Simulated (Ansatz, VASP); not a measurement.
Two plane-wave programs on B

File INCAR:

```
  PREC = Accurate
  ENCUT = 500
  EDIFF = 1E-6
  ISMEAR = 0
  SIGMA = 0.1
  LREAL = False
  LASPH = True
  NELM = 120
  ALGO = Normal
  ISIF = 2
  LWAVE = False
  LCHARG = False
  GGA = PE
  NBANDS = 22
  GGA_COMPAT = False
```

File KPOINTS:

```
Automatic mesh
0
Gamma
  6 6 6
```

The input POSCAR:

```
B
1.0
    3.8397621299      0.0000000000      0.0000000000
    0.0000000000      3.8397621299      0.0000000000
    0.0000000000      0.0000000000      3.8397621299
B
8
Direct
    0.5000000000      0.5000000000      0.5000000000
    0.0000000000      0.0000000000      0.0000000000
    0.2500000000      0.0000000000      0.5000000000
    0.5000000000      0.2500000000      0.0000000000
    0.5000000000      0.7500000000      0.0000000000
    0.7500000000      0.0000000000      0.5000000000
    0.0000000000      0.5000000000      0.7500000000
    0.0000000000      0.5000000000      0.2500000000
```

Input for Ansatz:

```yaml
crystal:
  lattice:
    - [3.8397621299, 0.0, 0.0]
    - [0.0, 3.8397621299, 0.0]
    - [0.0, 0.0, 3.8397621299]
  atoms:
    - { symbol: B, position: [0.5, 0.5, 0.5] }
    - { symbol: B, position: [0.0, 0.0, 0.0] }
    - { symbol: B, position: [0.25, 0.0, 0.5] }
    - { symbol: B, position: [0.5, 0.25, 0.0] }
    - { symbol: B, position: [0.5, 0.75, 0.0] }
    - { symbol: B, position: [0.75, 0.0, 0.5] }
    - { symbol: B, position: [0.0, 0.5, 0.75] }
    - { symbol: B, position: [0.0, 0.5, 0.25] }
basis:
  ecutwfc: 420
kpoints:
  mp_grid: { grid: [6, 6, 6] }
hamiltonian:
  xc: pbe
scf:
  occupations: { method: gaussian, width: 0.1 }
  lower_state_search: "off"
output:
  forces: true
  stress: true
  eigenvalues: true
```

Alike in both runs: task single point; functional PBE; k mesh 6 × 6 × 6; occupations gaussian, width 0.1 eV; no spin polarisation.

|  | VASP | Ansatz |
| --- | --- | --- |
| version | VASP 6.6.1 | Ansatz 0.2.0 |
| potentials or method | VASP PAW PBE potentials, release 64 (B), cutoff 500 eV | scalar-relativistic, plane waves, PAW |
| valence electrons in the cell | 24 | 24 |

```csv
,VASP,Ansatz,Ansatz less VASP
gap on the k mesh at the Fermi level (eV),none,none,-
pressure (GPa),-25.1,-25.1,+0.08
```

A gap of «none» marks a metal or a gap that the smearing closes. With one functional, cell and mesh, what is left measures potentials, basis and numerics.
